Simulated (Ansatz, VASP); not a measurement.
**Tl: VASP beside Ansatz**

INCAR

```
SYSTEM = Tl
AGGAC = 1.0
AGGAX = 1.0
ALDAC = 0.0
ALDAX = 1.0
ALGO = Normal
EDIFF = 1E-6
ENCUT = 520
GGA = B5
ISIF = 2
ISMEAR = -1
LASPH = .TRUE.
LCHARG = .TRUE.
LELF = .TRUE.
LREAL = .FALSE.
LVHAR = .TRUE.
LWAVE = .FALSE.
NBANDS = 20
NELM = 80
PREC = Accurate
SIGMA = 0.1
```

The input KPOINTS:

```
k-points
0
G
  16 16 9
  0 0 0
```

File POSCAR:

```
Tl
1.0
    3.8279910615      0.0000000000      0.0000000000
   -1.9139955307      3.3151375047      0.0000000000
    0.0000000000      0.0000000000      5.8365784766
Tl
2
Direct
    0.3333333333      0.6666666667      0.2500000000
    0.6666666667      0.3333333333      0.7500000000
```

Input for Ansatz:

```yaml
crystal:
  lattice:
    - [3.8279910615, 0.0, 0.0]
    - [-1.9139955307, 3.3151375047, 0.0]
    - [0.0, 0.0, 5.8365784766]
  atoms:
    - { symbol: Tl, position: [0.3333333333, 0.6666666667, 0.25] }
    - { symbol: Tl, position: [0.6666666667, 0.3333333333, 0.75] }
hamiltonian:
  xc: blyp
  pseudopotentials:
    kind: paw
    azcp:
      Tl: "pseudopotentials/Tl.paw.azcp"
basis:
  ecutwfc: 420
  fft_grid_basis: typed
kpoints:
  mp_grid: { grid: [16, 16, 9], shift: [0, 0, 0] }
magnetization:
  spin_polarized: false
scf:
  occupations: { method: fermi_dirac, width: 0.1 }
output:
  stress: true
```

Alike in both runs: task single point; functional BLYP; k mesh 16 × 16 × 9; occupations fermi-dirac, width 0.1 eV; no spin polarisation.

|  | VASP | Ansatz |
| --- | --- | --- |
| version | VASP 6.6.1 | Ansatz 0.2.0 |
| potentials or method | VASP PAW PBE potentials, release 64 (Tl_d), cutoff 520 eV | plane waves (420 eV) with PAW, scalar-relativistic |
| valence electrons in the cell | 26 | 26 |

```csv
,VASP,Ansatz,Ansatz less VASP
pressure (GPa),-0.6,-0.6,0.00
```

VASP's potentials were made for PBE, not for BLYP. The functional is the same, so the differences come from potentials, cutoffs and numerics.

Neither program's run includes spin-orbit coupling.
